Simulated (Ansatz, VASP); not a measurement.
**Two plane-wave programs on Al2Ru**

```
Al Ru
1.0
    -1.66910    1.66910    4.49772
     1.66910   -1.66910    4.49772
     1.66910    1.66910   -4.49772
Al Ru
2 1
Direct
  0.65909 0.65909 0.00000
  0.34091 0.34091 0.00000
  0.00000 0.00000 0.00000
```

Alike in both runs: task single point; functional LDA; k mesh 20 × 20 × 20; occupations gaussian, width 0.15 eV; no spin polarisation.

```csv
,VASP,Ansatz
version,VASP 6.6.1,Ansatz 0.2.0
potentials or method,"VASP PAW LDA potentials, release 64 (Al, Ru_pv), cutoff 520 eV","scalar-relativistic, plane waves, PAW"
valence electrons in the cell,20,22
```

```csv
,VASP,Ansatz,Ansatz less VASP
gap on the k mesh at the Fermi level (eV),none,none,-
pressure (GPa),-25.9,-26.1,-0.17
"traceless stress, the component that is largest in VASP (GPa)",-0.97,-0.97,-0.005
rms of the force components (eV/Å),0.263,0.268,+0.0048
```

Ansatz warns that its potentials were made for another functional, while VASP's fit it. LDA's correlation is that of Perdew and Zunger in VASP and of Perdew and Wang (1992) in Ansatz. Atom by atom the forces differ by 0.005 eV/Å (rms over components). A gap of «none» marks a metal or a gap that the smearing closes. VASP's potentials hold 20 valence electrons a cell and Ansatz's 22, so a difference there can come from the potentials and not from the codes.
